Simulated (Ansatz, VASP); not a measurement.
## Cu in VASP and in Ansatz

The input INCAR:

```
ALGO     = Fast           # electronic algorithm
EDIFF    = 1E-6           # SCF threshold, eV
EDIFFG   = -0.003         # ionic threshold
ENCUT    = 600            # plane-wave cutoff, eV
GGA      = PE             # functional
IBRION   = 2              # ionic algorithm
ISIF     = 3              # what is computed and relaxed
ISMEAR   = 0              # smearing method
LASPH    = T              # aspherical terms in the spheres
LCHARG   = F              # write CHGCAR
LREAL    = F              # projectors in reciprocal space
LWAVE    = F              # write WAVECAR
NELM     = 80             # most SCF steps
NSW      = 80             # ionic steps
PREC     = Accurate       # precision mode
SIGMA    = 0.1            # smearing width, eV
```

Contents of KPOINTS:

```
k-points
0
Gamma
  38 38 38
```

File POSCAR:

```
Cu
1.0
    0.0000000000      1.8050000000      1.8050000000
    1.8050000000      0.0000000000      1.8050000000
    1.8050000000      1.8050000000      0.0000000000
Cu
1
Direct
    0.0000000000      0.0000000000      0.0000000000
```

Input for Ansatz:

```yaml
crystal:
  lattice:
    - [0.0, 1.805, 1.805]
    - [1.805, 0.0, 1.805]
    - [1.805, 1.805, 0.0]
  atoms:
    - { symbol: Cu, position: [0.0, 0.0, 0.0] }
scf:
  occupations: { method: gaussian, width: 0.1 }
output:
  forces: true
  stress: true
  eigenvalues: true
  write_density: true
  write_potential: true
  elf: true
  volumetric_format: npy
kpoints:
  mp_grid: { grid: [38, 38, 38] }
hamiltonian:
  xc: pbe
relax:
  f_tol: 0.003
  max_steps: 60
  cell: { stress_tol: 0.02 }
```

Alike in both runs: task relaxation of cell and atoms; functional PBE; k mesh 38 × 38 × 38; occupations gaussian, width 0.1 eV; no spin polarisation.

|  | VASP | Ansatz |
| --- | --- | --- |
| version | VASP 6.6.1 | Ansatz 0.2.0 |
| potentials or method | VASP PAW PBE potentials, release 64 (Cu) | scalar-relativistic, plane waves, PAW |
| plane-wave cutoff (eV) | 600 | 420 |
| valence electrons in the cell | 11 | 19 |

|  | VASP | Ansatz | Ansatz less VASP |
| --- | --- | --- | --- |
| gap on the k mesh at the Fermi level, each at its own relaxed structure (eV) | none | none | - |
| relaxed volume (Å³/atom) | 12.01 | 11.95 | -0.054 |
| relaxed length of the cell vector where the two differ most in proportion (Å) | 2.570 | 2.566 | -0.0039 |

A gap of «none» marks a metal or a gap that the smearing closes. VASP's potentials hold 11 valence electrons a cell and Ansatz's 19, so a difference there can come from the potentials and not from the codes.
